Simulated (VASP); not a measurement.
Crystal: CuO.

```
CELL_PARAMETERS angstrom
0.00000 -2.11656 -2.03190
-2.11656 0.00000 -2.03190
2.11656 2.11656 -4.06380
ATOMIC_POSITIONS crystal
Cu 0.50389 0.47699 0.48801
Cu 0.00389 0.97699 0.98801
O 0.74611 0.77301 0.76199
O 0.24611 0.27301 0.26199
```

| Item | Value |
| --- | --- |
| Program | VASP 6.6.1 |
| Task | relaxation of the atoms |
| Functional | PBE |
| Potentials or basis | VASP PAW PBE potentials, release 64 (Cu, O) |
| Cutoff | 520 eV |
| k mesh | 9 × 9 × 5 |
| Occupations | fermi-dirac, width 0.05 eV |
| Spin | no spin polarisation |

At the start: pressure 16.2 GPa; volume 9.10 Å³/atom.

Q: How do energy, volume and symmetry change on relaxing?

A: Over 7 steps the energy falls by 87.9 meV/atom at a fixed cell; space group Cm (No. 8, to 0.1 Å) before, I4/mmm (No. 139, to 0.1 Å).

Step by step:
| step | energy change (eV) | largest force (eV/Å) | pressure (GPa) |
| --- | --- | --- | --- |
| 1 | 0.0000 | 1.9283 | 16.17 |
| 2 | -0.3400 | 0.2713 | 10.69 |
| 3 | -0.3400 | 0.2702 | 10.82 |
| 4 | -0.3498 | 0.1128 | 10.40 |
| 5 | -0.3517 | 0.0277 | 10.41 |
| 6 | -0.3517 | 0.0274 | 10.61 |
| 7 | -0.3518 | 0.0041 | 10.69 |

Final structure:
```
Cu O
1.0
     0.00000   -2.11656   -2.03190
    -2.11656    0.00000   -2.03190
     2.11656    2.11656   -4.06380
Cu O
2 2
Direct
  0.49995 0.50002 0.49999
  0.99995 0.00002 0.99999
  0.75005 0.74998 0.75001
  0.25005 0.24998 0.25001
```
